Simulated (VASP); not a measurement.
A run of VASP 6.6.1 is set up as follows.

The input INCAR:

```
SYSTEM = Ru
  ALGO = Normal
  EDIFF = 1E-7
  EDIFFG = -0.02
  ENCUT = 520
  GGA = PE
  IBRION = 2
  ISIF = 2
  ISMEAR = -1
  LASPH = .True.
  LCHARG = .False.
  LREAL = .False.
  LWAVE = .False.
  NELM = 60
  NSW = 80
  PREC = Accurate
  SIGMA = 0.05
```

The input KPOINTS:

```
k-points
0
Gamma
  20 20 11
  0 0 0
```

Contents of POSCAR:

```
Ru
1.0
    2.7237197275      0.0000000000      0.0000000000
   -1.3618598638      2.3588104768      0.0000000000
    0.0000000000      0.0000000000      4.3102577801
Ru
2
Direct
    0.3333333333      0.6666666667      0.2500000000
    0.6666666667      0.3333333333      0.7500000000
```

Potentials or basis: VASP PAW PBE potentials, release 64 (Ru_pv).

Run with:

```bash
$ cat potpaw_PBE.64/Ru_pv/POTCAR > POTCAR
$ mpirun -np 1 vasp_std > vasp.out
```

Problem. Estimate the band gap on the k mesh.

Solution. Zero (bands 14 and 15 overlap by 3.13 eV).

Final structure:
```yaml
crystal:
  lattice:
    - [2.72372, 0.00000, 0.00000]
    - [-1.36186, 2.35881, 0.00000]
    - [0.00000, 0.00000, 4.31026]
  atoms:
    - { symbol: Ru, position: [0.33333, 0.66667, 0.25000] }
    - { symbol: Ru, position: [0.66667, 0.33333, 0.75000] }
```

Caveat: the relaxation stopped at its first step, so nothing moved.
